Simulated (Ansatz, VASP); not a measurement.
# One calculation of Sb2S, two programs

```xyz
3
Lattice="3.3369 0.0000 0.0000 -1.6685 2.8899 0.0000 0.0000 0.0000 8.1682" Properties=species:S:1:pos:R:3 pbc="T T T"
Sb    0.0000    0.0000    1.5494
Sb    0.0000    0.0000    6.6188
S     0.0000    0.0000    4.0841
```

Alike in both runs: functional PBE; k mesh 6 × 6 × 4; occupations gaussian, width 0.1 eV; no spin polarisation.

Ansatz relaxed the structure, and its values are those at the end. VASP's run is a single point on that final structure, the one shown.

|  | VASP | Ansatz |
| --- | --- | --- |
| version | VASP 6.6.1 | Ansatz 0.2.0 |
| potentials or method | VASP PAW PBE potentials, release 64 (Sb, S), cutoff 520 eV | scalar-relativistic, plane waves, PAW |
| valence electrons in the cell | 16 | 36 |

```csv
,VASP,Ansatz,Ansatz less VASP
gap on the k mesh at the Fermi level (eV),none,none,-
pressure (GPa),-0.2,-0.1,+0.09
rms of the force components (eV/Å),0.011,0.014,+0.0023
```

A gap of «none» marks a metal or a gap that the smearing closes. VASP's potentials hold 16 valence electrons a cell and Ansatz's 36, so a difference there can come from the potentials and not from the codes.

The k mesh is coarse, so the values compare programs but aren't converged. Neither program's run includes spin-orbit coupling.
